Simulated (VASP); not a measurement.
CaO, 4 atoms in the cell. It takes space group P6_3/mmc (No. 194, hexagonal). The conventional cell has a = 3.992 Å, b = 3.992 Å, c = 4.641 Å, α = 90.00°, β = 90.00°, γ = 120.00°. Ca (site symmetry -6m2) has 5 O at 2.30 to 2.32 Å within 3.0 Å. Within 3.0 Å of O (site symmetry -6m2) lie 5 Ca at 2.30 to 2.32 Å. 

```yaml
Program: VASP 6.6.1
Task: single point
Functional: LDA
Potentials_or_basis: VASP PAW LDA potentials, release 64 (Ca_sv, O)
Cutoff: 520 eV
k_mesh: 6 × 6 × 4
Occupations: gaussian, width 0.05 eV
Spin: no spin polarisation
Dipole_correction: no
Further_INCAR_settings: ALGO = Normal; EDIFF = 1e-06; NBANDS = 24
```

Potentials or basis: VASP PAW LDA potentials, release 64 (Ca_sv, O).

Run with:

```console
$ cat potpaw_LDA.64/Ca_sv/POTCAR potpaw_LDA.64/O/POTCAR > POTCAR
$ mpirun -np 1 vasp_std > vasp.out
```

Hardware: 1 thread of Intel(R) Xeon(R) Platinum 8488C (Sapphire Rapids) (shared host).

Q: Estimate the wall time of this run.

A: Wall time 27 s on 1 thread of Intel(R) Xeon(R) Platinum 8488C (Sapphire Rapids) (shared host), peak memory 0.17 GiB. Counts: scf iterations 14, k points 21.
